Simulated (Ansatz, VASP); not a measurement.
## One calculation of SiO2, two programs

```xyz
6
Lattice="4.0945 0.0000 0.0000 0.0000 4.0945 0.0000 0.0000 0.0000 2.6425" Properties=species:S:1:pos:R:3 pbc="T T T"
Si    0.0000    0.0000    0.0000
Si    2.0472    2.0472    1.3212
O     1.2444    1.2444    0.0000
O     2.8501    2.8501    0.0000
O     3.2916    0.8029    1.3212
O     0.8029    3.2916    1.3212
```

Change from the starting cell: volume scaled by 0.94, LAPW.

Alike in both runs: task single point; functional PBEsol; k mesh 8 × 8 × 11; occupations fermi-dirac, width 0.05 eV; no spin polarisation.

|  | VASP | Ansatz |
| --- | --- | --- |
| version | VASP 6.6.1 | Ansatz 0.2.0 |
| potentials or method | VASP PAW PBE potentials, release 64 (Si, O), cutoff 520 eV | all-electron LAPW, scalar-relativistic |

```tsv
	VASP	Ansatz	Ansatz less VASP
gap on the k mesh at the Fermi level (eV)	6.37	6.37	+0.001
pressure (GPa)	21.5	20.5	-0.99
traceless stress, the component that is largest in VASP (GPa)	0.58	0.01	-0.568
rms of the force components (eV/Å)	0.013	0.003	-0.0106
```

VASP's potentials were made for PBE, not for PBEsol. Atom by atom the forces differ by 0.016 eV/Å (rms over components). Ansatz ran all-electron here, and VASP with PAW potentials.
